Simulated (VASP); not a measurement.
# Fe (P6/mmm) in VASP: notebook

The runs below take Fe through single point, with PBE.

Everything below comes from runs of VASP 6.6.1. Logs are shortened: lines on timing, memory, paths and dates and some standing lists are left out, and cuts for length are marked.

## 1. The cell of the first run

The structure is hexagonal, space group P6/mmm (No. 191). Conventional cell: a = 4.194 Å, b = 4.194 Å, c = 2.392 Å, α = 90.00°, β = 90.00°, γ = 120.00°. Within 3.2 Å of Fe (site symmetry 6/mmm) lie 14 Fe at 2.39 to 2.70 Å. Within 3.2 Å of Fe (site symmetry -6m2) lie 11 Fe at 2.39 to 2.70 Å.

This isn't the form of Fe at room conditions, which is bcc.

## 2. Single point, PBE, collinear spin, ferromagnetic start

File INCAR:

```
SYSTEM = Fe
ALGO = Normal
EDIFF = 1E-6
ENCUT = 520
GGA = PE
ISIF = 2
ISMEAR = -1
ISPIN = 2
LASPH = .True.
LCHARG = .False.
LMAXMIX = 4
LORBIT = 11
LREAL = .False.
LWAVE = .False.
MAGMOM = 2.5 2.5 2.5
NBANDS = 23
NELM = 150
PREC = Accurate
SIGMA = 0.1
```

File KPOINTS:

```
k-points
0
Gamma
  9 9 13
  0 0 0
```

File POSCAR:

```
Fe
1.0
    4.1944331340      0.0000000000      0.0000000000
   -2.0972165670      3.6324856485      0.0000000000
    0.0000000000      0.0000000000      2.3923820601
Fe
3
Direct
    0.0000000000      0.0000000000      0.0000000000
    0.3333333333      0.6666666667      0.5000000000
    0.6666666667      0.3333333333      0.5000000000
```

Potentials or basis: VASP PAW PBE potentials, release 64 (Fe).

The run is started by

```sh
cat potpaw_PBE.64/Fe/POTCAR > POTCAR
mpirun -np 1 vasp_std > vasp.out
```

OUTCAR:

```text
SYSTEM = Fe
   EDIFF = 1E-6
   ENCUT = 520
   GGA = PE
   ISIF = 2
   ISMEAR = -1
   ISPIN = 2
   LASPH = .True.
   LORBIT = 11
   LREAL = .False.
   NELM = 150
   PREC = Accurate

 ion  position               nearest neighbor table
   1  0.000  0.000  0.000-   2 2.70   3 2.70   2 2.70   3 2.70   2 2.70   2 2.70   3 2.70   3 2.70
                             3 2.70   3 2.70   2 2.70   2 2.70
   2  0.333  0.667  0.500-   3 2.42   3 2.42   3 2.42   1 2.70   1 2.70   1 2.70   1 2.70   1 2.70
                             1 2.70
   3  0.667  0.333  0.500-   2 2.42   2 2.42   2 2.42   1 2.70   1 2.70   1 2.70   1 2.70   1 2.70
                             1 2.70

  LATTYP: Found a hexagonal cell.
 ALAT       =     4.1944331340
 C/A-ratio  =     0.5703707709

  Lattice vectors:

 A1 = (   4.1944331340,   0.0000000000,   0.0000000000)
 A2 = (  -2.0972165670,   3.6324856485,   0.0000000000)
 A3 = (   0.0000000000,   0.0000000000,   2.3923820601)

Analysis of symmetry for initial positions (statically):
=====================================================================
 Subroutine PRICEL returns:
 Original cell was already a primitive cell.

 Routine SETGRP: Setting up the symmetry group for a
 hexagonal supercell.

 Subroutine GETGRP returns: Found 24 space group operations
 (whereof 24 operations were pure point group operations)
 out of a pool of 24 trial point group operations.

The static configuration has the point symmetry D_6h.

Analysis of symmetry for dynamics (positions and initial velocities):
=====================================================================
 Subroutine PRICEL returns:
 Original cell was already a primitive cell.

 Routine SETGRP: Setting up the symmetry group for a
 hexagonal supercell.

 Subroutine GETGRP returns: Found 24 space group operations
 (whereof 24 operations were pure point group operations)
 out of a pool of 24 trial point group operations.

The dynamic configuration has the point symmetry D_6h.

Analysis of structural, dynamic, and magnetic symmetry:
=====================================================================
 Subroutine PRICEL returns:
 Original cell was already a primitive cell.

 Routine SETGRP: Setting up the symmetry group for a
 hexagonal supercell.

 Subroutine GETGRP returns: Found 24 space group operations
 (whereof 24 operations were pure point group operations)
 out of a pool of 24 trial point group operations.

The overall configuration has the point symmetry D_6h.

 Subroutine INISYM returns: Found 24 space group operations
 (whereof 24 operations are pure point group operations),
 and found     1 'primitive' translations

----------------------------------------------------------------------------------------

                                     Primitive cell

  volume of cell :      36.4509

  direct lattice vectors                    reciprocal lattice vectors
     4.194433134  0.000000000  0.000000000     0.238411239  0.137646793  0.000000000
    -2.097216567  3.632485648  0.000000000     0.000000000  0.275293586  0.000000000
     0.000000000  0.000000000  2.392382060     0.000000000  0.000000000  0.417993437

  length of vectors
     4.194433134  4.194433134  2.392382060     0.275293586  0.275293586  0.417993437

  position of ions in fractional coordinates (direct lattice)
     0.000000000  0.000000000  0.000000000
     0.333333333  0.666666667  0.500000000
     0.666666667  0.333333333  0.500000000

  ion indices of the primitive-cell ions
   primitive index   ion index
                 1           1
                 2           2
                 3           3

----------------------------------------------------------------------------------------

 KPOINTS: k-points

Automatic generation of k-mesh.
 Grid dimensions read from file:
 generate k-points for:    9    9   13

 Generating k-lattice:

  Cartesian coordinates                     Fractional coordinates (reciprocal lattice)
     0.026490138  0.015294088  0.000000000     0.111111111  0.000000000  0.000000000
     0.000000000  0.030588176  0.000000000     0.000000000  0.111111111  0.000000000
     0.000000000  0.000000000  0.032153341     0.000000000  0.000000000  0.076923077

  Length of vectors
     0.030588176  0.030588176  0.032153341

  Shift w.r.t. Gamma in fractional coordinates (k-lattice)
     0.000000000  0.000000000  0.000000000

 Subroutine IBZKPT returns following result:
 ===========================================

 Found     84 irreducible k-points:

 Following reciprocal coordinates:
            Coordinates               Weight
  0.000000  0.000000  0.000000      1.000000
  0.111111  0.000000  0.000000      6.000000
  0.222222  0.000000  0.000000      6.000000
  0.333333 -0.000000  0.000000      6.000000
  0.444444  0.000000  0.000000      6.000000
  0.111111  0.111111  0.000000      6.000000
[... 16 lines left out ...]
  0.333333  0.222222  0.076923     24.000000
  0.333333  0.333333  0.076923      4.000000
 [... further k-points ...]
   k-points           NKPTS =     84   k-points in BZ     NKDIM =     84   number of bands    NBANDS=     23
   number of dos      NEDOS =    301   number of ions     NIONS =      3
   total plane-waves  NPLWV =  18432
   dimension x,y,z NGX =    32 NGY =   32 NGZ =   18
   dimension x,y,z NGXF=    64 NGYF=   64 NGZF=   36
   ions per type =               3
   NGX,Y,Z   is equivalent  to a cutoff of  12.68, 12.68, 12.51 a.u.
   NGXF,Y,Z  is equivalent  to a cutoff of  25.37, 25.37, 25.02 a.u.
 SYSTEM =  Fe
   PREC   = accura    normal or accurate (medium, high low for compatibility)
   ISTART =      0    job   : 0-new  1-cont  2-samecut
   ICHARG =      2    charge: 1-file 2-atom 10-const
   ISPIN  =      2    spin polarized calculation?
   LNONCOLLINEAR =      F non collinear calculations
   LSORBIT =      F    spin-orbit coupling
   LASPH  =      T    aspherical Exc in radial PAW
   ENCUT  =  520.0 eV  38.22 Ry    6.18 a.u.   7.80  7.80  4.45*2*pi/ulx,y,z
   NELM   =    150;   NELMIN=  2; NELMDL= -5     # of ELM steps
   EDIFF  = 0.1E-05   stopping-criterion for ELM
   LREAL  =      F    real-space projection
   EDIFFG = 0.1E-04   stopping-criterion for IOM
   NSW    =      0    number of steps for IOM
   IBRION =     -1    ionic relax: 0-MD 1-quasi-New 2-CG
   NFREE  =      0    steps in history (QN), initial steepest desc. (CG)
   ISIF   =      2    stress and relaxation
   ISYM   =      2    0-nonsym 1-usesym 2-fastsym
   POTIM  = 0.5000    time-step for ionic-motion
   TEBEG  =    0.0;   TEEND  =   0.0 temperature during run
   PSTRESS=    0.0 pullay stress
   NELECT =      24.0000    total number of electrons
   NUPDOWN=      -1.0000    fix difference up-down
   EMIN   =  10.00;   EMAX   =-10.00  energy-range for DOS
   EFERMI =   0.00;   METHOD = LEGACY
   ISMEAR =    -1;   SIGMA  =   0.10  broadening in eV -4-tet -1-fermi 0-gaus
   EFERMI_NEDOS =   21; number of points for ismear=-14 and -15
   IALGO  =     38    algorithm
   IMIX   =      4    mixing-type and parameters
     AMIX     =   0.40;   BMIX     =  1.00
     AMIX_MAG =   1.60;   BMIX_MAG =  1.00
  volume/ion in A,a.u.               =      12.15        81.99
  Fermi-wavevector in a.u.,A,eV,Ry     =   1.424216  2.691379 27.597956  2.028393
  Thomas-Fermi vector in A             =   2.544731
   LORBIT       =     11    0 simple, 1 ext, 2 COOP (PROOUT), +10 PAW based schemes
   GGA     = PE    functional components
   LHFCALC =     F    Hartree Fock is set to
   AEXX    =    0.0000 exact exchange contribution
   IVDW    =     0    specifies the selected vdW correction
   LEPSILON=     F    determine dielectric tensor
   LRPA    =     F    only Hartree local field effects (RPA)
 spin polarized calculation
  energy-cutoff  :      520.00
  volume of cell :       36.45
 maximum number of plane-waves:      1004
 NGX is ok and might be reduce to    32
   NGX = 15   NGY = 15   NGZ =  9

 number of electron      24.0000015 magnetization       7.5084359

 Free energy of the ion-electron system (eV)
  ---------------------------------------------------
  ext. energy  EPLUGINS =         0.00000000
  ---------------------------------------------------
  free energy    TOTEN  =       -24.17365399 eV

  energy without entropy =      -24.05998140  energy(sigma->0) =      -24.11681769

 E-fermi :   5.4411     XC(G=0): -12.7175

 val. band max:        5.4405990418   @ k =   0.0000   0.0000   0.2308
 cond. band min:       5.4433153405   @ k =   0.1111   0.0000   0.4615
 fundamental gap:      0.0027162987
 Fermi energy:         5.4410587077

 spin component 1

 k-point     1 :       0.0000    0.0000    0.0000
  band No.  band energies     occupation
      1      -2.9116      1.00000
      2       1.0633      1.00000
      3       2.1520      1.00000
      4       2.1520      1.00000
      5       2.2324      1.00000
      6       2.2973      1.00000
[... 15 lines left out ...]
     22      13.3675      0.00000
     23      23.0417      0.00000

 k-point     2 :       0.1111    0.0000    0.0000
  band No.  band energies     occupation
      1      -2.7576      1.00000
      2       1.0720      1.00000
      3       1.7804      1.00000
      4       2.0028      1.00000
      5       2.1474      1.00000
      6       2.4368      1.00000
[... 15 lines left out ...]
     22      14.4889      0.00000
     23      23.2647      0.00000

 k-point     3 :       0.2222    0.0000    0.0000
  band No.  band energies     occupation
      1      -2.3067      1.00000
      2       1.0043      1.00000
      3       1.3999      1.00000
      4       1.9105      1.00000
      5       1.9401      1.00000
      6       2.4204      1.00000
[... 15 lines left out ...]
     22      16.9366      0.00000
     23      23.9160      0.00000
[... 495 lines left out ...]
 k-point    23 :       0.3333    0.2222    0.0769
  band No.  band energies     occupation
      1      -0.3081      1.00000
      2       0.3602      1.00000
      3       0.6149      1.00000
      4       2.0530      1.00000
      5       2.1844      1.00000
      6       2.3572      1.00000
[... 15 lines left out ...]
     22      22.2237      0.00000
     23      22.7044      0.00000

 k-point    24 :       0.3333    0.3333    0.0769
  band No.  band energies     occupation
      1       0.1051      1.00000
      2       0.3362      1.00000
      3       0.3362      1.00000
      4       2.1665      1.00000
      5       2.1665      1.00000
      6       2.2968      1.00000
[... 15 lines left out ...]
     22      23.8535      0.00000
     23      23.8536      0.00000

 [... further k-points ...]

 spin component 2

 k-point     1 :       0.0000    0.0000    0.0000
  band No.  band energies     occupation
      1      -2.6618      1.00000
      2       2.6114      1.00000
      3       3.8078      1.00000
      4       3.8078      1.00000
      5       3.8097      1.00000
      6       3.8097      1.00000
[... 15 lines left out ...]
     22      14.3893      0.00000
     23      23.6039      0.00000

 k-point     2 :       0.1111    0.0000    0.0000
  band No.  band energies     occupation
      1      -2.5070      1.00000
      2       2.5819      1.00000
      3       3.3460      1.00000
      4       3.6548      1.00000
      5       3.7024      1.00000
      6       4.0657      1.00000
[... 15 lines left out ...]
     22      15.4068      0.00000
     23      23.8424      0.00000

 k-point     3 :       0.2222    0.0000    0.0000
  band No.  band energies     occupation
      1      -2.0516      1.00000
      2       2.3706      1.00000
      3       2.7686      1.00000
      4       3.4377      1.00000
      5       3.7419      1.00000
      6       4.1957      1.00000
[... 15 lines left out ...]
     22      17.6905      0.00000
     23      24.5336      0.00000
[... 495 lines left out ...]
 k-point    23 :       0.3333    0.2222    0.0769
  band No.  band energies     occupation
      1       0.1066      1.00000
      2       1.0394      1.00000
      3       1.6387      1.00000
      4       3.8516      1.00000
      5       4.0348      1.00000
      6       4.2926      0.99999
[... 15 lines left out ...]
     22      22.7663      0.00000
     23      23.1868      0.00000

 k-point    24 :       0.3333    0.3333    0.0769
  band No.  band energies     occupation
      1       0.7995      1.00000
      2       0.9820      1.00000
      3       0.9820      1.00000
      4       3.9947      1.00000
      5       3.9947      1.00000
      6       4.2687      0.99999
[... 15 lines left out ...]
     22      24.1789      0.00000
     23      24.1789      0.00000

 [... further k-points ...]
[... 5 lines left out ...]
  --------------------------------------------------------------------------------------
  -------------------------------------------------------------------------------------
  Total       -0.4182893     -0.4182893     -0.4865889      0.0000000      0.0000000      0.0000000
  in kB      -18.3856746    -18.3856746    -21.3877495      0.0000000      0.0000000      0.0000000
  external PRESSURE =     -19.3863663 kB  Pullay stress =       0.0000000 kB

 VOLUME and BASIS-vectors are now :
 -----------------------------------------------------------------------------
  energy-cutoff  :      520.00
  volume of cell :       36.45
      direct lattice vectors                 reciprocal lattice vectors
     4.194433134  0.000000000  0.000000000     0.238411239  0.137646793  0.000000000
    -2.097216567  3.632485648  0.000000000     0.000000000  0.275293586  0.000000000
     0.000000000  0.000000000  2.392382060     0.000000000  0.000000000  0.417993437

 POSITION                                       TOTAL-FORCE (eV/Angst)
 -----------------------------------------------------------------------------------
      0.00000      0.00000      0.00000         0.000000      0.000000      0.000000
     -0.00000      2.42166      1.19619         0.000000     -0.000000      0.000000
      2.09722      1.21083      1.19619        -0.000000      0.000000      0.000000
 -----------------------------------------------------------------------------------
    total drift:                               -0.000000      0.000000      0.000000

  FREE ENERGIE OF THE ION-ELECTRON SYSTEM (eV)
  ---------------------------------------------------
  free  energy   TOTEN  =       -24.1736539860 eV

  energy  without entropy=      -24.0599814034  energy(sigma->0) =      -24.11681769

 total charge

# of ion       s       p       d       tot
------------------------------------------
    1        0.456   0.482   6.169   7.108
    2        0.478   0.481   6.228   7.187
    3        0.478   0.481   6.228   7.187
--------------------------------------------------
tot          1.413   1.445  18.625  21.482

 magnetization (x)

# of ion       s       p       d       tot
------------------------------------------
    1       -0.010  -0.048   2.650   2.592
    2       -0.011  -0.031   2.496   2.455
    3       -0.011  -0.031   2.496   2.455
--------------------------------------------------
tot         -0.031  -0.109   7.641   7.501
```

Wall time 78 s (1 thread of Intel Xeon 6975P-C (Granite Rapids), shared host); peak memory 0.22 GiB.

What came out:

```
Free energy                                           : -24.1737 eV
Pressure                                              : -1.9 GPa
Net moment                                            : 7.51 μB per cell
Site moments                                          : Fe +2.59, +2.46 (each value once) μB
Valence electrons inside the program's atomic spheres : Fe 7.11, 7.19 (each value once)
```

## 3. Single point, PBE, collinear spin, ferromagnetic start

File INCAR:

```
ALGO = Normal
EDIFF = 1E-6
ENCUT = 520
GGA = PE
ISIF = 2
ISMEAR = -1
ISPIN = 2
LASPH = True
LCHARG = True
LELF = True
LMAXMIX = 4
LORBIT = 11
LREAL = False
LVHAR = True
LWAVE = False
MAGMOM = 2.5 2.5 2.5
NBANDS = 23
NELM = 150
PREC = Accurate
SIGMA = 0.1
```

File KPOINTS:

```
k-points
0
Gamma
  9 9 13
```

File POSCAR:

```
Fe
1.0
    4.1934082198      0.0000000000      0.0000000000
   -2.0967041099      3.6315980468      0.0000000000
    0.0000000000      0.0000000000      2.3915176719
Fe
3
Direct
    0.0000000000      0.0000000000      0.0000000000
    0.3333333333      0.6666666667      0.5000000000
    0.6666666667      0.3333333333      0.5000000000
```

Potentials or basis: VASP PAW PBE potentials, release 64 (Fe).

The run is started by

```sh
cat potpaw_PBE.64/Fe/POTCAR > POTCAR
mpirun -np 1 vasp_std > vasp.out
```

It took 97 s on 1 thread of Intel Xeon 6975P-C (Granite Rapids), shared host; peak memory 0.22 GiB.

Results (log left out):

| Property | Result |
| --- | --- |
| Free energy | -24.1740 eV |
| Pressure | -1.8 GPa |
| Net moment | 7.50 μB per cell |
| Site moments | Fe +2.59, +2.45 (each value once) μB |
| Valence electrons inside the program's atomic spheres | Fe 7.11, 7.19 (each value once) |

Stress tensor (GPa, compression positive):
```
-1.74  0.00  0.00
 0.00 -1.74  0.00
 0.00  0.00 -2.00
```

Levels at points of the mesh, in eV from the Fermi level:
Spin up:
```csv
k point,band 14,band 15,band 16,band 17,band 18,band 19
"(0.00, 0.00, 0.00)",-1.53,-0.56,-0.56,5.57,5.57,5.60
```
Spin down:
| k point | band 6 | band 7 | band 8 | band 9 | band 10 | band 11 |
| --- | --- | --- | --- | --- | --- | --- |
| (0.00, 0.00, 0.00) | -1.63 | -1.60 | -0.92 | 0.20 | 0.20 | 1.36 |
